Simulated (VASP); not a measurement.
Wanted: the native input for a VASP 6.6.1 run.

| Item | Value |
| --- | --- |
| Task | single point |
| Functional | PBE |
| Dispersion | D3(BJ) |
| Potentials or basis | VASP PAW PBE potentials, release 64 (O, H, N) |
| Cutoff | 520 eV |
| k mesh | 1 × 1 × 1 |
| Occupations | fermi-dirac, width 0.02 eV |
| Spin | no spin polarisation |
| Dipole correction | no |
| Further INCAR settings | LREAL = Auto; ALGO = Normal; EDIFF = 1e-06; NBANDS = 45 |

The structure of H15NO6 lies in POSCAR:

```
H15NO6
1.0
    5.8196320000      0.0000000000      0.0000000000
    0.0000000000      5.8196320000      0.0000000000
    0.0000000000      0.0000000000      5.8196320000
O H N
6 15 1
Direct
    0.9478606207      0.4106445219      0.0370298328
    0.4101977582      0.2106318750      0.3301239666
    0.6148155072      0.6496115218      0.3188861426
    0.1942562691      0.1389263101      0.7564911321
    0.7136361887      0.9640300280      0.6568112898
    0.3737693380      0.7894141760     -0.0582167395
    1.0955160051      0.4044241973      0.1203512525
    0.8231791976      0.4265218144      0.1338228946
    0.4546679240      0.3822406640      0.3651433630
    0.3087652278      0.1517278068      0.4477602708
    0.5384017409      0.6816754049      0.1860083249
    0.6536667611      0.7859603494      0.4121910114
    0.0447966469      0.1522261201      0.8317020733
    0.1594430713      0.0306376761      0.6319987243
    0.5691940659      0.9142674313      0.7408887710
    0.6868303700      1.0852748078      0.5604821748
    0.3051567522      0.9372929422     -0.0688359676
    0.2664601473      0.7156122586     -0.1574670013
    0.0461884875      0.7740351967      0.2925786373
    0.1529134488      0.5907761865      0.4570392080
   -0.0130420618      0.7386721360      0.5603447091
    0.1114159796      0.7624021588      0.4502518372
```

One way to write it, as run:

INCAR

```
PREC = Accurate
ENCUT = 520
EDIFF = 1E-6
ISMEAR = -1
SIGMA = 0.02
LREAL = Auto
LASPH = True
NELM = 100
ALGO = Normal
ISIF = 2
LWAVE = False
LCHARG = False
GGA = PE
IVDW = 12
NBANDS = 45
```

KPOINTS

```
Automatic mesh
0
Gamma
  1 1 1
```

Potentials or basis: VASP PAW PBE potentials, release 64 (O, H, N).

Run with:

```sh
$ cat potpaw_PBE.64/O/POTCAR potpaw_PBE.64/H/POTCAR potpaw_PBE.64/N/POTCAR > POTCAR
$ mpirun -np 1 vasp_gam > vasp.out
```

Results of the run:

| Item | Value |
| --- | --- |
| Pressure | 5.2 GPa |
| Largest force | 4.288 eV/Å |
| Band gap on the k mesh | 4.60 eV |
| Dispersion energy per atom | -0.039 eV |

Caveat: the k points lie up to 1.08 Å⁻¹ apart.

It used 35 s of CPU time on 1 thread of AMD EPYC 7R13 Processor (Zen 3), on a shared host.
